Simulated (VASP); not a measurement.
# Be4Se3 (I4/mmm) in VASP: relaxation of cell and atoms with PBE

Aim: the relaxation of cell and atoms of Be4Se3 with PBE.

Everything below comes from runs of VASP 6.6.1. Logs are shortened: lines on timing, memory, paths and dates and some standing lists are left out, and cuts for length are marked.

## (1) The cell of the first run

The structure is tetragonal, space group I4/mmm (No. 139). Conventional cell: a = 5.302 Å, b = 5.302 Å, c = 7.716 Å, α = 90.00°, β = 90.00°, γ = 90.00°. Be (site symmetry 2mm) has 1 Be at 1.33 Å within 1.8 Å. Within 2.5 Å of Se (site symmetry 4/mmm) lie 2 Se at 1.88 Å. Within 2.5 Å of Se (site symmetry 4mm) lie 1 Se at 1.88 Å.

The cell was generated, and may not be a known phase.

## (2) Relaxation of cell and atoms, PBE

Contents of INCAR:

```
SYSTEM = Be4Se3
PREC = Accurate
ENCUT = 600
EDIFF = 1E-6
ISMEAR = 0
SIGMA = 0.2
LREAL = .FALSE.
LASPH = .TRUE.
NELM = 80
ALGO = Normal
ISIF = 3
LWAVE = .FALSE.
LCHARG = .FALSE.
GGA = PE
IBRION = 2
NSW = 36
EDIFFG = -0.08
```

Contents of KPOINTS:

```
regular mesh
0
G
  4 4 4
  0 0 0
```

Contents of POSCAR:

```
Be4Se3
1.0
   -2.6507794500      2.6507794500      3.8579656000
    2.6507794500     -2.6507794500      3.8579656000
    2.6507794500      2.6507794500     -3.8579656000
Be Se
4 3
Direct
    0.9135408000      0.4135408000      0.5000000000
    0.4135408000      0.9135408000      0.5000000000
    0.0864592000      0.5864592000      0.5000000000
    0.5864592000      0.0864592000      0.5000000000
    0.5000000000      0.5000000000      0.0000000000
    0.2566785900      0.2566785900      0.0000000000
    0.7433214100      0.7433214100      0.0000000000
```

Potentials or basis: VASP PAW PBE potentials, release 64 (Be, Se).

Run with:

```sh
$ cat potpaw_PBE.64/Be/POTCAR potpaw_PBE.64/Se/POTCAR > POTCAR
$ mpirun -np 1 vasp_std > vasp.out
```

OUTCAR:

```text
SYSTEM = Be4Se3
   PREC = Accurate
   ENCUT = 600
   EDIFF = 1E-6
   ISMEAR = 0
   LREAL = .FALSE.
   LASPH = .TRUE.
   NELM = 80
   ISIF = 3
   GGA = PE
   IBRION = 2
   NSW = 36
   EDIFFG = -0.08

 ion  position               nearest neighbor table
   1  0.914  0.414  0.500-   3 1.33
   2  0.414  0.914  0.500-   4 1.33
   3  0.086  0.586  0.500-   1 1.33
   4  0.586  0.086  0.500-   2 1.33
   5  0.500  0.500  0.000-   6 1.88   7 1.88
   6  0.257  0.257  0.000-   5 1.88
   7  0.743  0.743  0.000-   5 1.88

  LATTYP: Found a body centered tetragonal cell.
 ALAT       =     5.3015589000
 C/A-ratio  =     1.4554079933

  Lattice vectors:

 A1 = (  -2.6507794500,   2.6507794500,   3.8579656000)
 A2 = (   2.6507794500,  -2.6507794500,   3.8579656000)
 A3 = (   2.6507794500,   2.6507794500,  -3.8579656000)

Analysis of symmetry for initial positions (statically):
=====================================================================
 Subroutine PRICEL returns:
 Original cell was already a primitive cell.

 Routine SETGRP: Setting up the symmetry group for a
 body centered tetragonal supercell.

 Subroutine GETGRP returns: Found 16 space group operations
 (whereof 16 operations were pure point group operations)
 out of a pool of 16 trial point group operations.

The static configuration has the point symmetry D_4h.

Analysis of symmetry for dynamics (positions and initial velocities):
=====================================================================
 Subroutine PRICEL returns:
 Original cell was already a primitive cell.

 Routine SETGRP: Setting up the symmetry group for a
 body centered tetragonal supercell.

 Subroutine GETGRP returns: Found 16 space group operations
 (whereof 16 operations were pure point group operations)
 out of a pool of 16 trial point group operations.

The dynamic configuration has the point symmetry D_4h.

 Subroutine INISYM returns: Found 16 space group operations
 (whereof 16 operations are pure point group operations),
 and found     1 'primitive' translations

----------------------------------------------------------------------------------------

                                     Primitive cell

  volume of cell :     108.4340

  direct lattice vectors                    reciprocal lattice vectors
    -2.650779450  2.650779450  3.857965600     0.000000000  0.188623765  0.129601985
     2.650779450 -2.650779450  3.857965600     0.188623765  0.000000000  0.129601985
     2.650779450  2.650779450 -3.857965600     0.188623765  0.188623765  0.000000000

  length of vectors
     5.379327277  5.379327277  5.379327277     0.228857159  0.228857159  0.266754287

  position of ions in fractional coordinates (direct lattice)
     0.913540800  0.413540800  0.500000000
     0.413540800  0.913540800  0.500000000
     0.086459200  0.586459200  0.500000000
     0.586459200  0.086459200  0.500000000
     0.500000000  0.500000000  0.000000000
     0.256678590  0.256678590  0.000000000
     0.743321410  0.743321410  0.000000000

  ion indices of the primitive-cell ions
   primitive index   ion index
                 1           1
                 2           2
                 3           3
                 4           4
                 5           5
                 6           6
                 7           7

----------------------------------------------------------------------------------------

 KPOINTS: regular mesh

Automatic generation of k-mesh.
 Grid dimensions read from file:
 generate k-points for:    4    4    4

 Generating k-lattice:

  Cartesian coordinates                     Fractional coordinates (reciprocal lattice)
     0.000000000  0.047155941  0.032400496     0.250000000  0.000000000  0.000000000
     0.047155941  0.000000000  0.032400496     0.000000000  0.250000000  0.000000000
     0.047155941  0.047155941  0.000000000     0.000000000  0.000000000  0.250000000

  Length of vectors
     0.057214290  0.057214290  0.066688572

  Shift w.r.t. Gamma in fractional coordinates (k-lattice)
     0.000000000  0.000000000  0.000000000

 Subroutine IBZKPT returns following result:
 ===========================================

 Found     13 irreducible k-points:

 Following reciprocal coordinates:
            Coordinates               Weight
  0.000000  0.000000  0.000000      1.000000
  0.250000  0.000000 -0.000000      8.000000
  0.500000  0.000000 -0.000000      4.000000
  0.250000  0.250000 -0.000000      8.000000
  0.500000  0.250000 -0.000000     16.000000
 -0.250000  0.250000  0.000000      4.000000
  0.500000  0.500000 -0.000000      2.000000
  0.250000  0.250000  0.250000      2.000000
 -0.250000  0.250000  0.250000      4.000000
  0.500000  0.500000  0.250000      4.000000
 -0.250000  0.500000  0.250000      8.000000
 -0.250000 -0.250000  0.250000      2.000000
  0.500000  0.500000  0.500000      1.000000
   k-points           NKPTS =     13   k-points in BZ     NKDIM =     13   number of bands    NBANDS=     17
   number of dos      NEDOS =    301   number of ions     NIONS =      7
   total plane-waves  NPLWV = 110592
   dimension x,y,z NGX =    48 NGY =   48 NGZ =   48
   dimension x,y,z NGXF=    96 NGYF=   96 NGZF=   96
   ions per type =               4   3
   NGX,Y,Z   is equivalent  to a cutoff of  14.83, 14.83, 14.83 a.u.
   NGXF,Y,Z  is equivalent  to a cutoff of  29.67, 29.67, 29.67 a.u.
 SYSTEM =  Be4Se3
   PREC   = accura    normal or accurate (medium, high low for compatibility)
   ISTART =      0    job   : 0-new  1-cont  2-samecut
   ICHARG =      2    charge: 1-file 2-atom 10-const
   ISPIN  =      1    spin polarized calculation?
   LNONCOLLINEAR =      F non collinear calculations
   LSORBIT =      F    spin-orbit coupling
   LASPH  =      T    aspherical Exc in radial PAW
   ENCUT  =  600.0 eV  44.10 Ry    6.64 a.u.  10.74 10.74 10.74*2*pi/ulx,y,z
   NELM   =     80;   NELMIN=  2; NELMDL= -5     # of ELM steps
   EDIFF  = 0.1E-05   stopping-criterion for ELM
   LREAL  =      F    real-space projection
   EDIFFG = -.8E-01   stopping-criterion for IOM
   NSW    =     36    number of steps for IOM
   IBRION =      2    ionic relax: 0-MD 1-quasi-New 2-CG
   NFREE  =      1    steps in history (QN), initial steepest desc. (CG)
   ISIF   =      3    stress and relaxation
   ISYM   =      2    0-nonsym 1-usesym 2-fastsym
   POTIM  = 0.5000    time-step for ionic-motion
   TEBEG  =    0.0;   TEEND  =   0.0 temperature during run
   PSTRESS=    0.0 pullay stress
   NELECT =      26.0000    total number of electrons
   NUPDOWN=      -1.0000    fix difference up-down
   EMIN   =  10.00;   EMAX   =-10.00  energy-range for DOS
   EFERMI =   0.00;   METHOD = LEGACY
   ISMEAR =     0;   SIGMA  =   0.20  broadening in eV -4-tet -1-fermi 0-gaus
   EFERMI_NEDOS =   21; number of points for ismear=-14 and -15
   IALGO  =     38    algorithm
   IMIX   =      4    mixing-type and parameters
     AMIX     =   0.40;   BMIX     =  1.00
     AMIX_MAG =   1.60;   BMIX_MAG =  1.00
  volume/ion in A,a.u.               =      15.49       104.54
  Fermi-wavevector in a.u.,A,eV,Ry     =   1.017054  1.921954 14.073856  1.034399
  Thomas-Fermi vector in A             =   2.150433
   LORBIT       =      0    0 simple, 1 ext, 2 COOP (PROOUT), +10 PAW based schemes
   GGA     = PE    functional components
   LHFCALC =     F    Hartree Fock is set to
   AEXX    =    0.0000 exact exchange contribution
   IVDW    =     0    specifies the selected vdW correction
   LEPSILON=     F    determine dielectric tensor
   LRPA    =     F    only Hartree local field effects (RPA)
 conjugate gradient relaxation of ions
 non-spin polarized calculation
 Gauss-broadening in eV      SIGMA  =   0.20
  energy-cutoff  :      600.00
  volume of cell :      108.43
 maximum number of plane-waves:      3628
 NGX is ok and might be reduce to    48
   NGX = 21   NGY = 21   NGZ = 21

--------------------------------------- Ionic step        1  -------------------------------------------

 number of electron      26.0000000 magnetization

 Free energy of the ion-electron system (eV)
  ---------------------------------------------------
  ext. energy  EPLUGINS =         0.00000000
  ---------------------------------------------------
  free energy    TOTEN  =        -3.02956093 eV

  energy without entropy =       -2.94994450  energy(sigma->0) =       -2.98975272

------------------------ aborting loop because EDIFF is reached ----------------------------------------

  FORCE on cell =-STRESS in cart. coord.  units (eV):
  Direction    XX          YY          ZZ          XY          YZ          ZX
  --------------------------------------------------------------------------------------
  -------------------------------------------------------------------------------------
  Total       -4.1114479     -4.1114479    107.1576683      0.0000000      0.0000000      0.0000000
  in kB      -60.7490992    -60.7490992   1583.3185677      0.0000000      0.0000000      0.0000000
  external PRESSURE =     487.2734565 kB  Pullay stress =       0.0000000 kB
[... 104 lines left out ...]
  FREE ENERGIE OF THE ION-ELECTRON SYSTEM (eV)
  ---------------------------------------------------
  free  energy   TOTEN  =       -15.8888642868 eV

  energy  without entropy=      -15.7971573389  energy(sigma->0) =      -15.84301081

 E-fermi :   6.8875     XC(G=0): -10.4214

 val. band max:        6.8453857873   @ k =   0.2500   0.0000  -0.0000
 cond. band min:       7.0349548976   @ k =   0.5000   0.2500  -0.0000
 fundamental gap:      0.1895691104
 Fermi energy:         6.8875483271

 k-point     1 :       0.0000    0.0000    0.0000
  band No.  band energies     occupation
      1      -9.4813      2.00000
      2      -7.0414      2.00000
      3      -6.4773      2.00000
      4       0.3052      2.00000
      5       0.4309      2.00000
      6       0.4309      2.00000
[... 237 lines left out ...]
      4      -0.4543      2.00000
      5      -0.4543      2.00000
      6       2.2665      2.00000
[... 9 lines left out ...]
     16       9.1082      0.00000
     17       9.4923      0.00000

 E-fermi :   5.7846     XC(G=0):  -9.4269

 val. band max:        5.7835186279   @ k =  -0.2500  -0.2500   0.2500
 cond. band min:       5.8701922187   @ k =   0.5000   0.0000  -0.0000
 fundamental gap:      0.0866735909
 Fermi energy:         5.7845518993

 k-point     1 :       0.0000    0.0000    0.0000
  band No.  band energies     occupation
      1     -10.8171      2.00000
      2      -8.8923      2.00000
      3      -8.8726      2.00000
      4      -1.3093      2.00000
      5      -1.3093      2.00000
      6      -0.7654      2.00000
[... 237 lines left out ...]
      4      -1.4296      2.00000
      5      -1.4296      2.00000
      6      -0.5827      2.00000
[... 9 lines left out ...]
     16       7.6187      0.00000
     17       8.0459      0.00000

[... ionic steps 4 to 26 ...]

--------------------------------------- Ionic step       27  -------------------------------------------

 number of electron      25.9999998 magnetization

------------------------ aborting loop because EDIFF is reached ----------------------------------------
[... 77 lines left out ...]
--------------------------------------- Ionic step       29  -------------------------------------------

 number of electron      25.9999997 magnetization

 Free energy of the ion-electron system (eV)
  ---------------------------------------------------
  ext. energy  EPLUGINS =         0.00000000
  ---------------------------------------------------
  free energy    TOTEN  =       -25.55266291 eV

  energy without entropy =      -25.47970844  energy(sigma->0) =      -25.51618567

 E-fermi :   5.3923     XC(G=0):  -9.2043

 val. band max:        5.2601554837   @ k =  -0.2500   0.5000   0.2500
 cond. band min:       5.4500033236   @ k =   0.5000   0.2500  -0.0000
 fundamental gap:      0.1898478400
 Fermi energy:         5.3922991190

 k-point     1 :       0.0000    0.0000    0.0000
  band No.  band energies     occupation
      1     -11.1496      2.00000
      2      -9.2367      2.00000
      3      -9.1129      2.00000
      4      -1.7289      2.00000
      5      -1.7289      2.00000
      6      -0.9963      2.00000
[... 283 lines left out ...]
  FREE ENERGIE OF THE ION-ELECTRON SYSTEM (eV)
  ---------------------------------------------------
  free  energy   TOTEN  =       -25.5526629078 eV

  energy  without entropy=      -25.4797084361  energy(sigma->0) =      -25.51618567

 reached required accuracy - stopping structural energy minimisation
```

It took 24 min on 1 thread of AMD EPYC 7R13, shared host; peak memory 0.35 GiB.

What came out:

- Free energy: -25.5527 eV
- Relaxed volume: 16.98 Å³/atom
- Relaxed cell: a = 7.419 Å, b = 7.419 Å, c = 7.419 Å, α = 147.28°, β = 147.28°, γ = 46.95°
- Space group after relaxing (to 0.1 Å): I4/mmm (No. 139)
- Energy gained by relaxing: 3217.6 meV/atom
- Ionic steps: 29
- Pressure after relaxing: 0.3 GPa
- Largest force after relaxing: 0.015 eV/Å
- Band gap on the k mesh: zero (bands 13 and 14 overlap by 2.11 eV)

Forces on the atoms (eV/Å):
```
Be   0.000  0.000  0.001
Be   0.000  0.000  0.001
Be   0.000  0.000 -0.001
Be   0.000  0.000 -0.001
Se   0.000  0.000  0.000
Se   0.000  0.000 -0.015
Se   0.000  0.000  0.015
```

The path:
| step | energy change (eV) | largest force (eV/Å) | pressure (GPa) | volume (Å³) |
| --- | --- | --- | --- | --- |
| 1 | 0.0000 | 17.9846 | 48.73 | 108.43 |
| 2 | -7.8528 | 16.9810 | 3.13 | 177.98 |
| 3 | -12.8593 | 9.6032 | -2.16 | 167.50 |
| 4 | -14.4931 | 7.2213 | -4.22 | 162.09 |
| 5 | -16.8377 | 3.5635 | -7.19 | 147.25 |
| 6 | -17.8848 | 1.8942 | -6.40 | 128.17 |
| 7 | -18.0779 | 1.7878 | -0.86 | 118.38 |
| 8 | -18.0790 | 1.8336 | -5.01 | 124.16 |
| 9 | -18.1651 | 1.6778 | -3.39 | 121.28 |
| 10 | -19.0135 | 0.9350 | -4.82 | 116.35 |
| 11 | -20.0295 | 1.4565 | -4.38 | 109.41 |
| 12 | -21.6108 | 0.6380 | 8.52 | 94.59 |
| 13 | -22.1429 | 0.4387 | 2.57 | 103.94 |
| 14 | -22.1489 | 0.4917 | 2.26 | 104.74 |
| 15 | -22.1535 | 0.5768 | 1.71 | 106.31 |
| 16 | -22.2529 | 0.4739 | -1.39 | 111.47 |
| 17 | -22.2593 | 0.4394 | -2.22 | 113.10 |
| 18 | -22.3448 | 0.2926 | -1.35 | 112.37 |
| 19 | -22.3686 | 0.4230 | -0.53 | 111.79 |
| 20 | -22.4105 | 0.2510 | 0.93 | 110.40 |
| 21 | -22.4193 | 0.1170 | 2.05 | 109.41 |
| 22 | -22.4530 | 0.0945 | 1.29 | 111.44 |
| 23 | -22.4767 | 0.2553 | 0.30 | 114.72 |
| 24 | -22.4776 | 0.2804 | 0.13 | 115.37 |
| 25 | -22.4971 | 0.1964 | -0.26 | 116.95 |
| 26 | -22.5114 | 0.1983 | -0.79 | 119.41 |
| 27 | -22.5194 | 0.0883 | 0.50 | 118.26 |
| 28 | -22.5200 | 0.0822 | 0.24 | 118.48 |
| 29 | -22.5231 | 0.0153 | 0.32 | 118.87 |

Final structure:
```xyz
7
Lattice="-2.0897 2.0897 6.8049 2.0897 -2.0897 6.8049 2.0897 2.0897 -6.8049" Properties=species:S:1:pos:R:3 pbc="T T T"
Be    0.0000    2.0897    5.7316
Be    2.0897    0.0000    5.7316
Be    2.0897    0.0000    1.0733
Be    0.0000    2.0897    1.0733
Se    0.0000    0.0000    6.8049
Se    0.0000    0.0000    2.1314
Se    0.0000    0.0000   11.4785
```

Levels at points of the mesh, in eV from the Fermi level:
| k point | band 10 | band 11 | band 12 | band 13 | band 14 | band 15 | band 16 | band 17 |
| --- | --- | --- | --- | --- | --- | --- | --- | --- |
| (0.00, 0.00, 0.00) | -3.48 | -3.48 | -2.64 | -2.29 | -0.54 | 0.07 | 0.20 | 1.40 |
| (0.50, 0.00, 0.00) | -4.06 | -3.94 | -3.23 | -1.99 | 0.17 | 0.68 | 0.86 | 2.37 |
| (0.50, 0.50, 0.00) | -5.21 | -4.61 | -3.85 | 0.47 | 2.43 | 2.50 | 3.60 | 4.13 |
| (0.50, 0.50, 0.50) | -3.97 | -3.84 | -3.84 | -2.66 | -1.29 | 0.61 | 0.74 | 2.27 |

Caveat: a cell axis changed by over 15 % at a fixed basis, so the end point is rough.

The gap in the log of VASP goes by the Fermi energy; the results here count the filled bands.